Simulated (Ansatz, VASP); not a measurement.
**TaH4: VASP beside Ansatz**

```
Ta H
1.0
     2.86217    0.00000    0.00000
    -1.43109    2.47872    0.00000
     0.00000    0.00000    8.83875
Ta H
1 4
Direct
  0.00000 0.00000 0.00000
  0.00000 0.00000 0.45768
  0.00000 0.00000 0.54232
  0.66667 0.33333 0.87079
  0.33333 0.66667 0.12921
```

Alike in both runs: functional PBE; k mesh 12 × 12 × 4; occupations gaussian, width 0.1 eV; no spin polarisation.

Ansatz relaxed the structure, and its values are those at the end. VASP's run is a single point on that final structure, the one shown.

```csv
,VASP,Ansatz
version,VASP 6.6.1,Ansatz 0.2.0
potentials or method,"VASP PAW PBE potentials, release 64 (Ta_pv, H), cutoff 520 eV","scalar-relativistic, plane waves, PAW"
valence electrons in the cell,15,17
```

```csv
,VASP,Ansatz,Ansatz less VASP
gap on the k mesh at the Fermi level (eV),none,none,-
pressure (GPa),-0.1,0.0,+0.07
rms of the force components (eV/Å),0.005,0.001,-0.0044
```

A gap of «none» marks a metal or a gap that the smearing closes. VASP's potentials hold 15 valence electrons a cell and Ansatz's 17, so a difference there can come from the potentials and not from the codes.

Neither program's run includes spin-orbit coupling.
